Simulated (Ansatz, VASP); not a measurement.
# HfC5: VASP beside Ansatz

```
Hf C
1.0
     3.35294    0.00000    0.00000
     0.00000    3.35294    0.00000
     0.00000    0.00000    7.08990
Hf C
1 5
Direct
  0.50000 0.50000 0.00000
  0.29993 0.00000 0.50000
  0.70007 0.00000 0.50000
  0.00000 0.70007 0.50000
  0.00000 0.29993 0.50000
  0.00000 0.00000 0.00000
```

Alike in both runs: functional PBE; k mesh 6 × 6 × 4; occupations gaussian, width 0.1 eV; no spin polarisation.

Ansatz relaxed the structure, and its values are those at the end. VASP's run is a single point on that final structure, the one shown.

|  | VASP | Ansatz |
| --- | --- | --- |
| version | VASP 6.6.1 | Ansatz 0.2.0 |
| potentials or method | VASP PAW PBE potentials, release 64 (Hf_pv, C), cutoff 520 eV | scalar-relativistic, plane waves, PAW |
| valence electrons in the cell | 30 | 46 |

Ansatz gave:

| Property | Result |
| --- | --- |
| gap on the k mesh at the Fermi level (eV) | none |
| pressure (GPa) | 0.1 |
| rms of the force components (eV/Å) | 0.016 |

What did VASP give for the same quantities?

gap on the k mesh at the Fermi level (eV): none; pressure (GPa): 0.1; rms of the force components (eV/Å): 0.010.

A gap of «none» marks a metal or a gap that the smearing closes. VASP's potentials hold 30 valence electrons a cell and Ansatz's 46, so a difference there can come from the potentials and not from the codes.

Neither program's run includes spin-orbit coupling.
